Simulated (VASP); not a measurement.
Here is a VASP 6.6.1 calculation.

INCAR

```
PREC = Accurate
ENCUT = 600
EDIFF = 1E-7
ISMEAR = 0
SIGMA = 0.1
LREAL = False
LASPH = True
NELM = 100
ALGO = Normal
ISIF = 3
LWAVE = False
LCHARG = False
GGA = PE
IBRION = 2
NSW = 90
EDIFFG = -0.04
```

Contents of KPOINTS:

```
Automatic mesh
0
Gamma
  4 4 4
```

File POSCAR:

```
GaSb2
1.0
    5.4916553821      0.0000000000      0.0000000000
    0.0000000000      5.4916553821      0.0000000000
    0.0000000000      0.0000000000      5.4916553821
Ga Sb
2 4
Direct
    0.0000000000      0.0000000000      0.0000000000
    0.5000000000      0.5000000000      0.5000000000
    0.2500000000      0.2500000000      0.2500000000
    0.2500000000      0.7500000000      0.7500000000
    0.7500000000      0.7500000000      0.2500000000
    0.7500000000      0.2500000000      0.7500000000
```

Potentials or basis: VASP PAW PBE potentials, release 64 (Ga_d, Sb).

Run with:

```console
$ cat potpaw_PBE.64/Ga_d/POTCAR potpaw_PBE.64/Sb/POTCAR > POTCAR
$ mpirun -np 1 vasp_std > vasp.out
```

Question: Estimate the band gap on the k mesh.

Answer: Zero (bands 23 and 24 overlap by 1.27 eV).

Question: What does it give for the relaxed cell?

Answer: a = 5.956 Å, b = 5.956 Å, c = 5.956 Å, α = 90.00°, β = 90.00°, γ = 90.00°.

Step by step:
| step | energy change (eV) | largest force (eV/Å) | pressure (GPa) | volume (Å³) |
| --- | --- | --- | --- | --- |
| 1 | 0.0000 | 0.0000 | 13.25 | 165.62 |
| 2 | -1.4408 | 0.0000 | -1.59 | 226.58 |
| 3 | -1.5220 | 0.0000 | 0.04 | 211.25 |

Caveat: the volume moved by over 15 % at a fixed basis, so the end points are rough; spin-orbit coupling is left out, which moves the levels of the heavy elements.
